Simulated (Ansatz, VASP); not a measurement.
## One calculation of Rb, two programs

```
CELL_PARAMETERS angstrom
-2.80250 2.80250 2.80250
2.80250 -2.80250 2.80250
2.80250 2.80250 -2.80250
ATOMIC_POSITIONS crystal
Rb 0.00000 0.00000 0.00000
```

Alike in both runs: functional PBEsol; k mesh 10 × 10 × 10; occupations gaussian, width 0.1 eV; no spin polarisation.

Ansatz relaxed the structure, and its values are those at the end. VASP's run is a single point on that final structure, the one shown.

|  | VASP | Ansatz |
| --- | --- | --- |
| version | VASP 6.6.1 | Ansatz 0.2.0 |
| potentials or method | VASP PAW PBE potentials, release 64 (Rb_sv), cutoff 520 eV | scalar-relativistic, plane waves, PAW |
| valence electrons in the cell | 9 | 9 |

|  | VASP | Ansatz | Ansatz less VASP |
| --- | --- | --- | --- |
| gap on the k mesh at the Fermi level (eV) | none | none | - |
| pressure (GPa) | 0.0 | 0.0 | 0.00 |

VASP's potentials were made for PBE, not for PBEsol. A gap of «none» marks a metal or a gap that the smearing closes.
